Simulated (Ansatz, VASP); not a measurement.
Two plane-wave programs on SrTe

```
Sr Te
1.0
     0.00000    3.35918    3.35918
     3.35918    0.00000    3.35918
     3.35918    3.35918    0.00000
Sr Te
1 1
Direct
  0.00000 0.00000 0.00000
  0.50000 0.50000 0.50000
```

Alike in both runs: functional PBE; k mesh 11 × 11 × 11; occupations fermi-dirac, width 0.03 eV; no spin polarisation.

Ansatz relaxed the structure, and its values are those at the end. VASP's run is a single point on that final structure, the one shown.

|  | VASP | Ansatz |
| --- | --- | --- |
| version | VASP 6.6.1 | Ansatz 0.2.0 |
| potentials or method | VASP PAW PBE potentials, release 64 (Sr_sv, Te) | PAW with Ansatz's default frozen-core files, scalar-relativistic |
| plane-wave cutoff (eV) | 500 | 420 |
| valence electrons in the cell | 16 | 26 |

|  | VASP | Ansatz | Ansatz less VASP |
| --- | --- | --- | --- |
| pressure (GPa) | 0.1 | 0.0 | -0.08 |

The functional is the same, so the differences come from potentials, cutoffs and numerics. VASP's potentials hold 16 valence electrons a cell and Ansatz's 26, so a difference there can come from the potentials and not from the codes.

Neither program's run includes spin-orbit coupling.
